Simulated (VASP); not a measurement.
BN: single point with r2SCAN

Crystal: BN.

```xyz
2
Lattice="0.0000 1.8048 1.9131 1.8048 0.0000 1.9131 1.8048 1.8048 0.0000" Properties=species:S:1:pos:R:3 pbc="T T T"
B     0.0000    0.0000    0.0000
N     2.7072    2.7072    2.8697
```

This cell differs from its parent crystal: strain +0.0600 x Voigt [0, 0, 1, 0, 0, 0].

```yaml
Program: VASP 6.6.1
Task: single point
Functional: r2SCAN
Potentials_or_basis: VASP PAW PBE potentials, release 64 (B, N)
Cutoff: 520 eV
k_mesh: 12 × 12 × 12
Occupations: gaussian, width 0.05 eV
Spin: no spin polarisation
```

- Pressure: -19.6 GPa
- Band gap on the k mesh: 4.39 eV, indirect (least direct gap 8.95 eV)

Stress tensor (GPa, compression positive):
```
 -6.76   0.00   0.00
  0.00  -6.76   0.00
  0.00   0.00 -45.18
```

Levels at points of the mesh, in eV from the valence-band top:
```tsv
k point	band 1	band 2	band 3	band 4	band 5	band 6	band 7	band 8	band 9
(0.00, 0.00, 0.00)	-20.89	-0.62	0.00	0.00	8.95	8.95	9.36	9.91	24.90
(0.50, 0.00, 0.00)	-16.84	-10.79	-2.58	-1.65	9.15	11.27	11.35	15.62	23.77
(0.50, 0.50, 0.00)	-15.92	-9.72	-4.50	-4.50	5.39	10.21	18.07	18.07	20.24
(0.50, 0.00, 0.50)	-15.28	-8.89	-5.28	-5.26	4.39	8.85	17.68	18.54	21.35
```

It took 110 s on 1 thread of Intel Xeon 8259CL, with other jobs on the host, peak memory 0.14 GiB.

Caveat: the cell differs from its parent crystal (strain +0.0600 x Voigt [0, 0, 1, 0, 0, 0]); the PAW data sets were made with another functional, which shifts forces and pressure a little. A k mesh can miss the band edges.
